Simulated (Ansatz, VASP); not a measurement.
**K2WF: VASP beside Ansatz**

```
CELL_PARAMETERS angstrom
3.03485 0.00000 0.00000
-1.51743 2.62826 0.00000
0.00000 0.00000 19.90611
ATOMIC_POSITIONS crystal
K 0.66667 0.33333 0.84136
K 0.33333 0.66667 0.15864
K 0.33333 0.66667 0.34136
K 0.66667 0.33333 0.65864
W 0.00000 0.00000 0.00000
W 0.00000 0.00000 0.50000
F 0.33333 0.66667 0.75000
F 0.66667 0.33333 0.25000
```

Change from the starting cell: species swapped into the NaNiO2 type (P6_3/mmc, No. 194).

Alike in both runs: functional PBE; k mesh 6 × 6 × 2; occupations gaussian, width 0.1 eV; collinear spin.

Ansatz relaxed the structure, and its values are those at the end. VASP's run is a single point on that final structure, the one shown.

|  | VASP | Ansatz |
| --- | --- | --- |
| version | VASP 6.6.1 | Ansatz 0.2.0 |
| potentials or method | VASP PAW PBE potentials, release 64 (K_sv, W_sv, F), cutoff 520 eV | scalar-relativistic, plane waves, PAW |
| valence electrons in the cell | 78 | 78 |

|  | VASP | Ansatz | Ansatz less VASP |
| --- | --- | --- | --- |
| gap on the k mesh at the Fermi level (eV) | none | none | - |
| pressure (GPa) | 0.2 | 0.0 | -0.20 |
| rms of the force components (eV/Å) | 0.017 | 0.002 | -0.0148 |
| net moment per atom (μB) | 0.06 | 0.06 | +0.001 |
| size of the moment on the site where the two differ most (μB) | 0.17 | 0.17 | +0.005 |

Site moments also hang on the region over which each program counts them. A gap of «none» marks a metal or a gap that the smearing closes. The functional is the same, so the differences come from potentials, cutoffs and numerics. Ansatz's warnings: cell relax basis refresh, no starting moments.

The k mesh is coarse, so the values compare programs but aren't converged. Neither program's run includes spin-orbit coupling.
